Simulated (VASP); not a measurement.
# Ca (Pm-3m) in VASP: relaxation of cell and atoms with PBE

Aim: the relaxation of cell and atoms of Ca with PBE.

Everything below comes from runs of VASP 6.6.1. Logs are shortened: lines on timing, memory, paths and dates and some standing lists are left out, and cuts for length are marked.

### Step 1. The cell of the first run

The structure is cubic, space group Pm-3m (No. 221). Conventional cell: a = 3.571 Å, b = 3.571 Å, c = 3.571 Å, α = 90.00°, β = 90.00°, γ = 90.00°. Ca (site symmetry m-3m) has 6 Ca at 3.57 Å within 4.7 Å.

This isn't the form of Ca at room conditions, which is fcc.

### Step 2. Relaxation of cell and atoms, PBE

INCAR reads:

```
SYSTEM = Ca
PREC = Accurate ; ENCUT = 600
EDIFF = 1E-6 ; ISMEAR = -1
SIGMA = 0.1 ; LREAL = .FALSE.
LASPH = .TRUE. ; NELM = 100
ALGO = Normal ; ISIF = 3
LWAVE = .FALSE. ; LCHARG = .FALSE.
GGA = PE ; IBRION = 2
NSW = 60 ; EDIFFG = -0.005
```

KPOINTS reads:

```
Automatic mesh
0
G
  12 12 12
  0 0 0
```

POSCAR reads:

```
Ca
1.0
    3.5712431233      0.0000000000      0.0000000000
    0.0000000000      3.5712431233      0.0000000000
    0.0000000000      0.0000000000      3.5712431233
Ca
1
Direct
    0.0000000000      0.0000000000      0.0000000000
```

Potentials or basis: VASP PAW PBE potentials, release 64 (Ca_sv).

Launch:

```bash
cat potpaw_PBE.64/Ca_sv/POTCAR > POTCAR
mpirun -np 1 vasp_std > vasp.out
```

OUTCAR:

```text
SYSTEM = Ca
   PREC = Accurate
   ENCUT = 600
   EDIFF = 1E-6
   ISMEAR = -1
   LREAL = .FALSE.
   LASPH = .TRUE.
   NELM = 100
   ISIF = 3
   GGA = PE
   IBRION = 2
   NSW = 60
   EDIFFG = -0.005

 ion  position               nearest neighbor table
   1  0.000  0.000  0.000-

  LATTYP: Found a simple cubic cell.
 ALAT       =     3.5712431233

  Lattice vectors:

 A1 = (   3.5712431233,   0.0000000000,   0.0000000000)
 A2 = (   0.0000000000,   3.5712431233,   0.0000000000)
 A3 = (   0.0000000000,   0.0000000000,   3.5712431233)

Analysis of symmetry for initial positions (statically):
=====================================================================
 Subroutine PRICEL returns:
 Original cell was already a primitive cell.

 Routine SETGRP: Setting up the symmetry group for a
 simple cubic supercell.

 Subroutine GETGRP returns: Found 48 space group operations
 (whereof 48 operations were pure point group operations)
 out of a pool of 48 trial point group operations.

The static configuration has the point symmetry O_h .

Analysis of symmetry for dynamics (positions and initial velocities):
=====================================================================
 Subroutine PRICEL returns:
 Original cell was already a primitive cell.

 Routine SETGRP: Setting up the symmetry group for a
 simple cubic supercell.

 Subroutine GETGRP returns: Found 48 space group operations
 (whereof 48 operations were pure point group operations)
 out of a pool of 48 trial point group operations.

The dynamic configuration has the point symmetry O_h .

 Subroutine INISYM returns: Found 48 space group operations
 (whereof 48 operations are pure point group operations),
 and found     1 'primitive' translations

----------------------------------------------------------------------------------------

                                     Primitive cell

  volume of cell :      45.5468

  direct lattice vectors                    reciprocal lattice vectors
     3.571243123  0.000000000  0.000000000     0.280014540  0.000000000  0.000000000
     0.000000000  3.571243123  0.000000000     0.000000000  0.280014540  0.000000000
     0.000000000  0.000000000  3.571243123     0.000000000  0.000000000  0.280014540

  length of vectors
     3.571243123  3.571243123  3.571243123     0.280014540  0.280014540  0.280014540

  position of ions in fractional coordinates (direct lattice)
     0.000000000  0.000000000  0.000000000

[... 92 lines left out ...]
   IALGO  =     38    algorithm
   IMIX   =      4    mixing-type and parameters
     AMIX     =   0.40;   BMIX     =  1.00
     AMIX_MAG =   1.60;   BMIX_MAG =  1.00
  volume/ion in A,a.u.               =      45.55       307.37
  Fermi-wavevector in a.u.,A,eV,Ry     =   0.987617  1.866326 13.270962  0.975388
  Thomas-Fermi vector in A             =   2.119084
   LORBIT       =      0    0 simple, 1 ext, 2 COOP (PROOUT), +10 PAW based schemes
   GGA     = PE    functional components
   LHFCALC =     F    Hartree Fock is set to
   AEXX    =    0.0000 exact exchange contribution
   IVDW    =     0    specifies the selected vdW correction
   LEPSILON=     F    determine dielectric tensor
   LRPA    =     F    only Hartree local field effects (RPA)
 conjugate gradient relaxation of ions
 non-spin polarized calculation
  energy-cutoff  :      600.00
  volume of cell :       45.55
 maximum number of plane-waves:      1568
 NGX is ok and might be reduce to    30
   NGX = 15   NGY = 15   NGZ = 15

--------------------------------------- Ionic step        1  -------------------------------------------

 number of electron      10.0000000 magnetization

 number of electron       9.9999998 magnetization

 Free energy of the ion-electron system (eV)
  ---------------------------------------------------
  ext. energy  EPLUGINS =         0.00000000
  ---------------------------------------------------
  free energy    TOTEN  =        -1.55134268 eV

  energy without entropy =       -1.51444510  energy(sigma->0) =       -1.53289389

------------------------ aborting loop because EDIFF is reached ----------------------------------------

  FORCE on cell =-STRESS in cart. coord.  units (eV):
  Direction    XX          YY          ZZ          XY          YZ          ZX
  --------------------------------------------------------------------------------------
  -------------------------------------------------------------------------------------
  Total       -0.1063766     -0.1063766     -0.1063766      0.0000000     -0.0000000      0.0000000
  in kB       -3.7419531     -3.7419531     -3.7419531      0.0000000     -0.0000000      0.0000000
  external PRESSURE =      -3.7419531 kB  Pullay stress =       0.0000000 kB
[... 57 lines left out ...]
--------------------------------------- Ionic step        3  -------------------------------------------

 number of electron       9.9999998 magnetization

 Free energy of the ion-electron system (eV)
  ---------------------------------------------------
  ext. energy  EPLUGINS =         0.00000000
  ---------------------------------------------------
  free energy    TOTEN  =        -1.55338283 eV

  energy without entropy =       -1.51878018  energy(sigma->0) =       -1.53608151

 E-fermi :   1.7368     XC(G=0):  -7.5920

 val. band max:        1.7090908848   @ k =   0.4167   0.4167   0.2500
 cond. band min:       1.7414922157   @ k =   0.4167   0.0833   0.0000
 fundamental gap:      0.0324013309
 Fermi energy:         1.7368238139

 k-point     1 :       0.0000    0.0000    0.0000
  band No.  band energies     occupation
      1     -40.5114      2.00000
      2     -21.4051      2.00000
      3     -21.4051      2.00000
      4     -21.4051      2.00000
      5      -2.0992      2.00000
      6       2.5552      0.00056
      7       2.5552      0.00056
      8       5.7571      0.00000
      9       5.7571      0.00000
[... 265 lines left out ...]
 k-point    24 :       0.4167    0.3333    0.0000
  band No.  band energies     occupation
      1     -40.4828      2.00000
      2     -21.5742      2.00000
      3     -21.5346      2.00000
      4     -21.3767      2.00000
      5       1.0420      1.99808
      6       2.1850      0.02237
      7       3.6505      0.00000
      8       4.0728      0.00000
      9       4.8252      0.00000

 [... further k-points ...]

------------------------ aborting loop because EDIFF is reached ----------------------------------------

  FORCE on cell =-STRESS in cart. coord.  units (eV):
  Direction    XX          YY          ZZ          XY          YZ          ZX
  --------------------------------------------------------------------------------------
  -------------------------------------------------------------------------------------
  Total       -0.0018259     -0.0018259     -0.0018259     -0.0000000      0.0000000      0.0000000
  in kB       -0.0666849     -0.0666849     -0.0666849     -0.0000000      0.0000000      0.0000000
  external PRESSURE =      -0.0666849 kB  Pullay stress =       0.0000000 kB
[... 16 lines left out ...]
  FREE ENERGIE OF THE ION-ELECTRON SYSTEM (eV)
  ---------------------------------------------------
  free  energy   TOTEN  =        -1.5533828320 eV

  energy  without entropy=       -1.5187801795  energy(sigma->0) =       -1.53608151

 reached required accuracy - stopping structural energy minimisation
```

OSZICAR:

```text
N       E                     dE             d eps       ncg     rms          rms(c)
DAV:   1     0.686007299481E+02    0.68601E+02   -0.53231E+03  1512   0.110E+03
DAV:   2    -0.431562505862E-01   -0.68644E+02   -0.68388E+02  1546   0.238E+02
DAV:   3    -0.148632253346E+01   -0.14432E+01   -0.14226E+01  2307   0.361E+01
[... 23 lines left out ...]
DAV:   4    -0.155263310974E+01   -0.99762E-05   -0.36329E-03  1787   0.741E-01    0.880E-02
DAV:   5    -0.155337180659E+01   -0.73870E-03   -0.12604E-03  2348   0.189E-01    0.381E-02
DAV:   6    -0.155338772102E+01   -0.15914E-04   -0.36431E-05  2470   0.504E-02    0.161E-02
DAV:   7    -0.155338366675E+01    0.40543E-05   -0.21293E-05  2201   0.455E-02    0.156E-02
DAV:   8    -0.155338283199E+01    0.83476E-06   -0.49661E-06  2283   0.250E-02
   3 F= -.15533828E+01 E0= -.15360815E+01  d E =-.204015E-02
```

CONTCAR:

```text
Ca
   1.00000000000000
     3.5268452506349943    0.0000000000000000    0.0000000000000000
     0.0000000000000000    3.5268452506349943   -0.0000000000000000
     0.0000000000000000   -0.0000000000000000    3.5268452506349943
  Ca
     1
Direct
     0.0000000000000000    0.0000000000000000    0.0000000000000000

  0.00000000E+00  0.00000000E+00  0.00000000E+00
```

Run time: 2.1 min. Hardware: 1 thread of Intel Xeon 8259CL, shared host; peak memory 0.21 GiB.

Results:

| Item | Value |
| --- | --- |
| Free energy | -1.5534 eV |
| Relaxed volume | 43.87 Å³/atom |
| Relaxed cell | a = 3.527 Å, b = 3.527 Å, c = 3.527 Å, α = 90.00°, β = 90.00°, γ = 90.00° |
| Space group after relaxing (to 0.1 Å) | Pm-3m (No. 221) |
| Energy gained by relaxing | 2.0 meV/atom |
| Ionic steps | 3 |
| Pressure after relaxing | 0.0 GPa |
| Band gap on the k mesh | zero (bands 5 and 6 overlap by 1.20 eV) |

Step by step:
```tsv
step	energy change (eV)	largest force (eV/Å)	pressure (GPa)	volume (Å³)
1	0.0000	0.0000	-0.37	45.55
2	-0.0013	0.0000	-0.23	44.85
3	-0.0020	0.0000	-0.01	43.87
```

Final structure:
```cif
data_structure
_symmetry_space_group_name_H-M 'P 1'
_symmetry_Int_Tables_number 1
_cell_length_a 3.5268
_cell_length_b 3.5268
_cell_length_c 3.5268
_cell_angle_alpha 90.000
_cell_angle_beta 90.000
_cell_angle_gamma 90.000
_cell_volume 43.87
loop_
_atom_site_label
_atom_site_type_symbol
_atom_site_fract_x
_atom_site_fract_y
_atom_site_fract_z
_atom_site_occupancy
Ca1 Ca 0.00000 0.00000 0.00000 1
```

The gap in the log of VASP goes by the Fermi energy; the results here count the filled bands.